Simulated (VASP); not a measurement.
# K (Fm-3m) in VASP: notebook

K is run at these levels: RPBE; tasks: single point.

All numbers are computed with VASP 6.6.1; they aren't measurements. Logs are shortened: lines on timing, memory, paths and dates and some standing lists are left out, and cuts for length are marked.

**1. The cell of the first run**

Symmetry: Fm-3m, No. 225, cubic system. Conventional cell: a = 6.871 Å, b = 6.871 Å, c = 6.871 Å, α = 90.00°, β = 90.00°, γ = 90.00°.

**2. Single point, RPBE**

Input file INCAR:

```
PREC = Accurate
ENCUT = 520
EDIFF = 1E-7
ISMEAR = -1
SIGMA = 0.1
LREAL = F
LASPH = T
NELM = 80
ALGO = Normal
ISIF = 2
LWAVE = F
LCHARG = T
GGA = RP
LELF = T
LVHAR = T
NBANDS = 10
```

Input file KPOINTS:

```
regular mesh
0
Gamma
  8 8 8
```

Input file POSCAR:

```
K
1.0
    0.0000000000      3.4356428743      3.4356428743
    3.4356428743      0.0000000000      3.4356428743
    3.4356428743      3.4356428743      0.0000000000
K
1
Direct
    0.0000000000      0.0000000000      0.0000000000
```

Potentials or basis: VASP PAW PBE potentials, release 64 (K_sv).

The run is started by

```bash
$ cat potpaw_PBE.64/K_sv/POTCAR > POTCAR
$ mpirun -np 1 vasp_std > vasp.out
```

OUTCAR:

```text
PREC = Accurate
   ENCUT = 520
   EDIFF = 1E-7
   ISMEAR = -1
   LREAL = F
   LASPH = T
   NELM = 80
   ISIF = 2
   GGA = RP

 ion  position               nearest neighbor table
   1  0.000  0.000  0.000-

  LATTYP: Found a face centered cubic cell.
 ALAT       =     6.8712857486

  Lattice vectors:

 A1 = (   0.0000000000,   3.4356428743,   3.4356428743)
 A2 = (   3.4356428743,   0.0000000000,   3.4356428743)
 A3 = (   3.4356428743,   3.4356428743,   0.0000000000)

Analysis of symmetry for initial positions (statically):
=====================================================================
 Subroutine PRICEL returns:
 Original cell was already a primitive cell.

 Routine SETGRP: Setting up the symmetry group for a
 face centered cubic supercell.

 Subroutine GETGRP returns: Found 48 space group operations
 (whereof 48 operations were pure point group operations)
 out of a pool of 48 trial point group operations.

The static configuration has the point symmetry O_h .

Analysis of symmetry for dynamics (positions and initial velocities):
=====================================================================
 Subroutine PRICEL returns:
 Original cell was already a primitive cell.

 Routine SETGRP: Setting up the symmetry group for a
 face centered cubic supercell.

 Subroutine GETGRP returns: Found 48 space group operations
 (whereof 48 operations were pure point group operations)
 out of a pool of 48 trial point group operations.

The dynamic configuration has the point symmetry O_h .

 Subroutine INISYM returns: Found 48 space group operations
 (whereof 48 operations are pure point group operations),
 and found     1 'primitive' translations

----------------------------------------------------------------------------------------

                                     Primitive cell

  volume of cell :      81.1062

  direct lattice vectors                    reciprocal lattice vectors
     0.000000000  3.435642874  3.435642874    -0.145533170  0.145533170  0.145533170
     3.435642874  0.000000000  3.435642874     0.145533170 -0.145533170  0.145533170
     3.435642874  3.435642874  0.000000000     0.145533170  0.145533170 -0.145533170

  length of vectors
     4.858732748  4.858732748  4.858732748     0.252070845  0.252070845  0.252070845

  position of ions in fractional coordinates (direct lattice)
     0.000000000  0.000000000  0.000000000

  ion indices of the primitive-cell ions
   primitive index   ion index
                 1           1

----------------------------------------------------------------------------------------

 KPOINTS: regular mesh

Automatic generation of k-mesh.
 Grid dimensions read from file:
 generate k-points for:    8    8    8

 Generating k-lattice:

  Cartesian coordinates                     Fractional coordinates (reciprocal lattice)
    -0.018191646  0.018191646  0.018191646     0.125000000  0.000000000  0.000000000
     0.018191646 -0.018191646  0.018191646     0.000000000  0.125000000  0.000000000
     0.018191646  0.018191646 -0.018191646     0.000000000  0.000000000  0.125000000

  Length of vectors
     0.031508856  0.031508856  0.031508856

  Shift w.r.t. Gamma in fractional coordinates (k-lattice)
     0.000000000  0.000000000  0.000000000

 Subroutine IBZKPT returns following result:
 ===========================================

 Found     29 irreducible k-points:

 Following reciprocal coordinates:
            Coordinates               Weight
  0.000000  0.000000  0.000000      1.000000
  0.125000  0.000000  0.000000      8.000000
  0.250000  0.000000  0.000000      8.000000
  0.375000  0.000000  0.000000      8.000000
  0.500000  0.000000  0.000000      4.000000
  0.125000  0.125000  0.000000      6.000000
[... 16 lines left out ...]
  0.500000  0.250000  0.125000     48.000000
 -0.375000  0.250000  0.125000     24.000000
 [... further k-points ...]
   k-points           NKPTS =     29   k-points in BZ     NKDIM =     29   number of bands    NBANDS=     10
   number of dos      NEDOS =    301   number of ions     NIONS =      1
   total plane-waves  NPLWV =  46656
   dimension x,y,z NGX =    36 NGY =   36 NGZ =   36
   dimension x,y,z NGXF=    72 NGYF=   72 NGZF=   72
   ions per type =               1
   NGX,Y,Z   is equivalent  to a cutoff of  12.32, 12.32, 12.32 a.u.
   NGXF,Y,Z  is equivalent  to a cutoff of  24.64, 24.64, 24.64 a.u.
 SYSTEM =  unknown system
   PREC   = accura    normal or accurate (medium, high low for compatibility)
   ISTART =      0    job   : 0-new  1-cont  2-samecut
   ICHARG =      2    charge: 1-file 2-atom 10-const
   ISPIN  =      1    spin polarized calculation?
   LNONCOLLINEAR =      F non collinear calculations
   LSORBIT =      F    spin-orbit coupling
   LASPH  =      T    aspherical Exc in radial PAW
   ENCUT  =  520.0 eV  38.22 Ry    6.18 a.u.   9.03  9.03  9.03*2*pi/ulx,y,z
   NELM   =     80;   NELMIN=  2; NELMDL= -5     # of ELM steps
   EDIFF  = 0.1E-06   stopping-criterion for ELM
   LREAL  =      F    real-space projection
   EDIFFG = 0.1E-05   stopping-criterion for IOM
   NSW    =      0    number of steps for IOM
   IBRION =     -1    ionic relax: 0-MD 1-quasi-New 2-CG
   NFREE  =      0    steps in history (QN), initial steepest desc. (CG)
   ISIF   =      2    stress and relaxation
   ISYM   =      2    0-nonsym 1-usesym 2-fastsym
   POTIM  = 0.5000    time-step for ionic-motion
   TEBEG  =    0.0;   TEEND  =   0.0 temperature during run
   PSTRESS=    0.0 pullay stress
   NELECT =       9.0000    total number of electrons
   NUPDOWN=      -1.0000    fix difference up-down
   EMIN   =  10.00;   EMAX   =-10.00  energy-range for DOS
   EFERMI =   0.00;   METHOD = LEGACY
   ISMEAR =    -1;   SIGMA  =   0.10  broadening in eV -4-tet -1-fermi 0-gaus
   EFERMI_NEDOS =   21; number of points for ismear=-14 and -15
   IALGO  =     38    algorithm
   IMIX   =      4    mixing-type and parameters
     AMIX     =   0.40;   BMIX     =  1.00
     AMIX_MAG =   1.60;   BMIX_MAG =  1.00
  volume/ion in A,a.u.               =      81.11       547.33
  Fermi-wavevector in a.u.,A,eV,Ry     =   0.786691  1.486631  8.420416  0.618883
  Thomas-Fermi vector in A             =   1.891281
   LORBIT       =      0    0 simple, 1 ext, 2 COOP (PROOUT), +10 PAW based schemes
   GGA     = RP    functional components
   LHFCALC =     F    Hartree Fock is set to
   AEXX    =    0.0000 exact exchange contribution
   IVDW    =     0    specifies the selected vdW correction
   LEPSILON=     F    determine dielectric tensor
   LRPA    =     F    only Hartree local field effects (RPA)
 non-spin polarized calculation
  energy-cutoff  :      520.00
  volume of cell :       81.11
 maximum number of plane-waves:      2204
   NGX = 19   NGY = 19   NGZ = 19

 number of electron       9.0000001 magnetization

 Free energy of the ion-electron system (eV)
  ---------------------------------------------------
  ext. energy  EPLUGINS =         0.00000000
  ---------------------------------------------------
  free energy    TOTEN  =        -0.95171837 eV

  energy without entropy =       -0.92327389  energy(sigma->0) =       -0.93749613

 E-fermi :  -0.2226     XC(G=0):  -5.2943

 val. band max:       -0.3410646191   @ k =  -0.3750   0.1250   0.0000
 cond. band min:      -0.1507391283   @ k =   0.5000   0.3750   0.1250
 fundamental gap:      0.1903254908
 Fermi energy:        -0.2226449036

 k-point     1 :       0.0000    0.0000    0.0000
  band No.  band energies     occupation
      1     -32.5045      2.00000
      2     -15.9184      2.00000
      3     -15.9184      2.00000
      4     -15.9184      2.00000
      5      -2.2182      2.00000
      6       3.9526      0.00000
      7       3.9526      0.00000
      8       3.9526      0.00000
      9       5.1431      0.00000
     10       5.1431      0.00000

 k-point     2 :       0.1250    0.0000    0.0000
  band No.  band energies     occupation
      1     -32.5042      2.00000
      2     -15.9251      2.00000
      3     -15.9194      2.00000
      4     -15.9194      2.00000
      5      -2.0497      2.00000
      6       3.4640      0.00000
      7       4.0071      0.00000
      8       4.0071      0.00000
      9       5.0017      0.00000
     10       5.0017      0.00000

 k-point     3 :       0.2500    0.0000    0.0000
  band No.  band energies     occupation
      1     -32.5034      2.00000
      2     -15.9411      2.00000
      3     -15.9217      2.00000
      4     -15.9217      2.00000
      5      -1.5580      2.00000
      6       2.4704      0.00000
      7       3.9939      0.00000
      8       3.9939      0.00000
      9       5.0035      0.00000
     10       5.0035      0.00000

 k-point     4 :       0.3750    0.0000    0.0000
  band No.  band energies     occupation
      1     -32.5026      2.00000
      2     -15.9570      2.00000
      3     -15.9239      2.00000
      4     -15.9239      2.00000
      5      -0.7833      1.99268
      6       1.3376      0.00000
      7       3.8223      0.00000
      8       3.8223      0.00000
      9       5.4583      0.00000
     10       5.4767      0.00000
[... 222 lines left out ...]
 k-point    22 :       0.3750    0.2500    0.1250
  band No.  band energies     occupation
      1     -32.5028      2.00000
      2     -15.9451      2.00000
      3     -15.9300      2.00000
      4     -15.9245      2.00000
      5      -1.1353      1.99978
      6       2.4290      0.00000
      7       3.0489      0.00000
      8       4.0856      0.00000
      9       4.4289      0.00000
     10       5.5653      0.00000

 k-point    23 :       0.5000    0.2500    0.1250
  band No.  band energies     occupation
      1     -32.5022      2.00000
      2     -15.9537      2.00000
      3     -15.9350      2.00000
      4     -15.9272      2.00000
      5      -0.3856      1.67215
      6       1.6060      0.00000
      7       2.6737      0.00000
      8       3.8170      0.00000
      9       4.8294      0.00000
     10       5.5015      0.00000

 k-point    24 :      -0.3750    0.2500    0.1250
  band No.  band energies     occupation
      1     -32.5020      2.00000
      2     -15.9574      2.00000
      3     -15.9365      2.00000
      4     -15.9287      2.00000
      5       0.5381      0.00099
      6       0.5979      0.00055
      7       2.6289      0.00000
      8       3.6758      0.00000
      9       4.8380      0.00000
     10       5.6983      0.00000

 [... further k-points ...]

------------------------ aborting loop because EDIFF is reached ----------------------------------------

  FORCE on cell =-STRESS in cart. coord.  units (eV):
  Direction    XX          YY          ZZ          XY          YZ          ZX
  --------------------------------------------------------------------------------------
  -------------------------------------------------------------------------------------
  Total       -0.0065108     -0.0065108     -0.0065108      0.0000000     -0.0000000      0.0000000
  in kB       -0.1286150     -0.1286150     -0.1286150      0.0000000     -0.0000000      0.0000000
  external PRESSURE =      -0.1286150 kB  Pullay stress =       0.0000000 kB

 VOLUME and BASIS-vectors are now :
 -----------------------------------------------------------------------------
  energy-cutoff  :      520.00
  volume of cell :       81.11
      direct lattice vectors                 reciprocal lattice vectors
     0.000000000  3.435642874  3.435642874    -0.145533170  0.145533170  0.145533170
     3.435642874  0.000000000  3.435642874     0.145533170 -0.145533170  0.145533170
     3.435642874  3.435642874  0.000000000     0.145533170  0.145533170 -0.145533170

 POSITION                                       TOTAL-FORCE (eV/Angst)
 -----------------------------------------------------------------------------------
      0.00000      0.00000      0.00000        -0.000000      0.000000     -0.000000
 -----------------------------------------------------------------------------------
    total drift:                               -0.000000      0.000000      0.000000

  FREE ENERGIE OF THE ION-ELECTRON SYSTEM (eV)
  ---------------------------------------------------
  free  energy   TOTEN  =        -0.9517183713 eV

  energy  without entropy=       -0.9232738890  energy(sigma->0) =       -0.93749613
```

Wall time 8.5 s (1 thread of Intel Xeon 6975P-C (Granite Rapids), shared host); peak memory 0.2 GiB.

Results:

| Property | Result |
| --- | --- |
| Free energy | -0.9517 eV |
| Pressure | 0.0 GPa |

Caveat: the PAW data sets were made with another functional, which shifts forces and pressure a little.

**3. Single point, RPBE (volume scaled by 0.88)**

Input file INCAR:

```
SYSTEM = K
PREC     = Accurate       ! precision mode
ENCUT    = 520            ! plane-wave cutoff, eV
EDIFF    = 1E-7           ! SCF threshold, eV
ISMEAR   = -1             ! smearing method
SIGMA    = 0.1            ! smearing width, eV
LREAL    = .False.        ! projectors in reciprocal space
LASPH    = .True.         ! aspherical terms in the spheres
NELM     = 80             ! most SCF steps
ALGO     = Normal         ! electronic algorithm
ISIF     = 2              ! what is computed and relaxed
LWAVE    = .False.        ! write WAVECAR
LCHARG   = .False.        ! write CHGCAR
GGA      = RP             ! functional
NBANDS   = 10             ! bands
```

Input file KPOINTS:

```
regular mesh
0
Gamma
  9 9 9
  0 0 0
```

Input file POSCAR:

```
K
1.0
    0.0000000000      3.2923214980      3.2923214980
    3.2923214980      0.0000000000      3.2923214980
    3.2923214980      3.2923214980      0.0000000000
K
1
Direct
    0.0000000000      0.0000000000      0.0000000000
```

Potentials or basis: VASP PAW PBE potentials, release 64 (K_sv).

The run is started by

```bash
$ cat potpaw_PBE.64/K_sv/POTCAR > POTCAR
$ mpirun -np 1 vasp_std > vasp.out
```

Wall time 8.1 s (1 thread of Intel Xeon 6975P-C (Granite Rapids), shared host); peak memory 0.2 GiB.

It converged, with:

```yaml
Free_energy: -0.9395 eV
Pressure: 0.5 GPa
```

Levels at points of the mesh, in eV from the Fermi level:
| k point | band 2 | band 3 | band 4 | band 5 | band 6 | band 7 | band 8 | band 9 |
| --- | --- | --- | --- | --- | --- | --- | --- | --- |
| (0.00, 0.00, 0.00) | -15.66 | -15.66 | -15.66 | -2.22 | 4.26 | 4.26 | 4.26 | 5.54 |

Caveat: the PAW data sets were made with another functional, which shifts forces and pressure a little.

**4. Single point, RPBE (volume scaled by 0.92)**

Input file INCAR:

```
SYSTEM = K
PREC = Accurate
ENCUT = 520
EDIFF = 1E-6
ISMEAR = -1
SIGMA = 0.1
LREAL = .FALSE.
LASPH = .TRUE.
NELM = 60
ALGO = Normal
ISIF = 2
LWAVE = .FALSE.
LCHARG = .FALSE.
GGA = RP
NBANDS = 10
```

Input file KPOINTS:

```
regular mesh
0
G
  9 9 9
  0 0 0
```

Input file POSCAR:

```
K
1.0
    0.0000000000      3.3414678704      3.3414678704
    3.3414678704      0.0000000000      3.3414678704
    3.3414678704      3.3414678704      0.0000000000
K
1
Direct
    0.0000000000      0.0000000000      0.0000000000
```

The run is started by

```bash
$ cat potpaw_PBE.64/K_sv/POTCAR > POTCAR
$ mpirun -np 1 vasp_std > vasp.out
```

It took 7.6 s on 1 thread of Intel Xeon 6975P-C (Granite Rapids), shared host; peak memory 0.2 GiB.

Results (log left out):

* Free energy: -0.9474 eV
* Pressure: 0.3 GPa

Levels at points of the mesh, in eV from the Fermi level:
```tsv
k point	band 2	band 3	band 4	band 5	band 6	band 7	band 8	band 9
(0.00, 0.00, 0.00)	-15.68	-15.68	-15.68	-2.15	4.22	4.22	4.22	5.47
```

Caveat: the PAW data sets were made with another functional, which shifts forces and pressure a little.

**5. Single point, RPBE (volume scaled by 0.96)**

Input file INCAR:

```
SYSTEM = K
PREC = Accurate
ENCUT = 520
EDIFF = 1E-7
ISMEAR = -1
SIGMA = 0.1
LREAL = .False.
LASPH = .True.
NELM = 60
ALGO = Normal
ISIF = 2
LWAVE = .False.
LCHARG = .False.
GGA = RP
NBANDS = 10
```

Input file KPOINTS:

```
regular mesh
0
Gamma
  9 9 9
  0 0 0
```

Input file POSCAR:

```
K
1.0
    0.0000000000      3.3892095759      3.3892095759
    3.3892095759      0.0000000000      3.3892095759
    3.3892095759      3.3892095759      0.0000000000
K
1
Direct
    0.0000000000      0.0000000000      0.0000000000
```

The run is started by

```bash
$ cat potpaw_PBE.64/K_sv/POTCAR > POTCAR
$ mpirun -np 1 vasp_std > vasp.out
```

Run time: 8.3 s. Hardware: 1 thread of Intel Xeon 6975P-C (Granite Rapids), shared host; peak memory 0.2 GiB.

Results (log left out):

| Quantity | Value |
| --- | --- |
| Free energy | -0.9516 eV |
| Pressure | 0.1 GPa |

Levels at points of the mesh, in eV from the Fermi level:
| k point | band 2 | band 3 | band 4 | band 5 | band 6 | band 7 | band 8 | band 9 |
| --- | --- | --- | --- | --- | --- | --- | --- | --- |
| (0.00, 0.00, 0.00) | -15.71 | -15.71 | -15.71 | -2.09 | 4.18 | 4.18 | 4.18 | 5.39 |

Caveat: the PAW data sets were made with another functional, which shifts forces and pressure a little.

**6. Single point, RPBE**

Input file INCAR:

```
SYSTEM = K
PREC = Accurate
ENCUT = 520
EDIFF = 1E-7
ISMEAR = -1
SIGMA = 0.1
LREAL = .FALSE.
LASPH = .TRUE.
NELM = 80
ALGO = Normal
ISIF = 2
LWAVE = .FALSE.
LCHARG = .FALSE.
GGA = RP
NBANDS = 10
```

Input file KPOINTS:

```
regular mesh
0
G
  9 9 9
  0 0 0
```

Input file POSCAR:

```
K
1.0
    0.0000000000      3.4356428743      3.4356428743
    3.4356428743      0.0000000000      3.4356428743
    3.4356428743      3.4356428743      0.0000000000
K
1
Direct
    0.0000000000      0.0000000000      0.0000000000
```

Potentials or basis: VASP PAW PBE potentials, release 64 (K_sv).

The run is started by

```bash
$ cat potpaw_PBE.64/K_sv/POTCAR > POTCAR
$ mpirun -np 1 vasp_std > vasp.out
```

Wall time 9.4 s (1 thread of Intel Xeon 6975P-C (Granite Rapids), shared host); peak memory 0.2 GiB.

Results (log left out):

```
Free energy : -0.9529 eV
Pressure    : 0.0 GPa
```

Levels at points of the mesh, in eV from the Fermi level:
| k point | band 1 | band 2 | band 3 | band 4 | band 5 | band 6 | band 7 | band 8 | band 9 | band 10 |
| --- | --- | --- | --- | --- | --- | --- | --- | --- | --- | --- |
| (0.00, 0.00, 0.00) | -32.32 | -15.74 | -15.74 | -15.74 | -2.04 | 4.13 | 4.13 | 4.13 | 5.32 | 5.32 |

Caveat: the PAW data sets were made with another functional, which shifts forces and pressure a little.

**7. Overview**

```tsv
cell	k mesh	gap on the mesh (eV)	pressure (GPa)
a = 4.859 Å, angles 60.0°, 1 atom	8 × 8 × 8	none	0.0
a = 4.656 Å, angles 60.0°, 1 atom	9 × 9 × 9	none	0.5
a = 4.726 Å, angles 60.0°, 1 atom	9 × 9 × 9	none	0.3
a = 4.793 Å, angles 60.0°, 1 atom	9 × 9 × 9	none	0.1
a = 4.859 Å, angles 60.0°, 1 atom	9 × 9 × 9	none	0.0
```

Alike in all rows: task single point; level RPBE; potentials or basis VASP PAW PBE potentials, release 64 (K_sv); no spin polarisation; cutoff (eV) 520; smearing fermi-dirac 0.1 eV.

Caveats: the PAW data sets were made with another functional, which shifts forces and pressure a little.

Total energies depend on the potentials used, so only differences within one code and one set of settings carry meaning.
